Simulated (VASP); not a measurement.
Wanted: the native input for a VASP 6.6.1 run.

* Task: single point
* Functional: r2SCAN
* Potentials or basis: VASP PAW PBE potentials, release 64 (P, Ti_sv, Cu)
* Cutoff: 520 eV
* k mesh: 5 × 5 × 3
* Occupations: tetrahedron
* Spin: no spin polarisation
* Hubbard terms: Cu d U = 6.13 eV, Ti d U = 3.91 eV
* Dipole correction: no
* Further INCAR settings: ALGO = Normal; EDIFF = 1e-07; NBANDS = 34

Crystal: Ti2CuP3.

```
P Ti Cu
1.0
     3.45136    0.00000    0.00000
     0.00000    3.45136    0.00000
     0.00000    0.00000    7.57527
P Ti Cu
3 2 1
Direct
  0.00000 0.50000 0.37752
  0.50000 0.00000 0.62248
  0.50000 0.50000 0.00000
  0.00000 0.50000 0.71954
  0.50000 0.00000 0.28046
  0.00000 0.00000 0.00000
```

One way to write it, as run:

POSCAR

```
Ti2CuP3
1.0
    3.4513644540      0.0000000000      0.0000000000
    0.0000000000      3.4513644540      0.0000000000
    0.0000000000      0.0000000000      7.5752733017
P Ti Cu
3 2 1
Direct
    0.0000000000      0.5000000000      0.3775240080
    0.5000000000      0.0000000000      0.6224759920
    0.5000000000      0.5000000000      0.0000000000
    0.0000000000      0.5000000000      0.7195371732
    0.5000000000      0.0000000000      0.2804628268
    0.0000000000      0.0000000000      0.0000000000
```

INCAR.step1

```
PREC = Accurate
ENCUT = 520
ISMEAR = -5
SIGMA = 0.1
LREAL = False
LASPH = True
NELM = 150
LMAXMIX = 4
LDAU = True
LDAUTYPE = 2
LDAUL = -1 2 2
LDAUU = 0 3.91 6.13
LDAUJ = 0 0 0
NBANDS = 34
GGA = PE
ALGO = Normal
EDIFF = 1E-4
LWAVE = True
LCHARG = False
```

INCAR.step2

```
PREC = Accurate
ENCUT = 520
EDIFF = 1E-7
ISMEAR = -5
SIGMA = 0.1
LREAL = False
LASPH = True
NELM = 150
ALGO = Normal
ISIF = 2
LWAVE = False
LCHARG = False
LMAXMIX = 4
LDAU = True
LDAUTYPE = 2
LDAUL = -1 2 2
LDAUU = 0 3.91 6.13
LDAUJ = 0 0 0
LDAUPRINT = 1
METAGGA = R2SCAN
LMIXTAU = True
NBANDS = 34
ISTART = 1
```

KPOINTS

```
regular mesh
0
Gamma
  5 5 3
```

Potentials or basis: VASP PAW PBE potentials, release 64 (P, Ti_sv, Cu).

The run is started by

```sh
$ cat potpaw_PBE.64/P/POTCAR potpaw_PBE.64/Ti_sv/POTCAR potpaw_PBE.64/Cu/POTCAR > POTCAR
$ cp INCAR.step1 INCAR
$ mpirun -np 1 vasp_std > vasp.out
$ cp INCAR.step2 INCAR
$ mpirun -np 1 vasp_std > vasp.out
```

It gave:

```json
{"Pressure": "-0.9 GPa", "Largest force": "0.243 eV/Å", "Band gap on the k mesh": "zero (band 25 reaches 9.41 eV, above the bottom of band 26 at 7.81 eV)"}
```

Caveat: the k points lie up to 0.36 Å⁻¹ apart; the PAW data sets were made with another functional, which shifts forces and pressure a little; U without spin polarisation on a metal has little footing; the U is typed as a test and isn't derived for this compound; tetrahedron occupations give inexact forces and stress in metals.

It took 2.7 min on 1 thread of AMD EPYC 9R14 (Zen 4), on a shared host, peak memory 0.2 GiB.
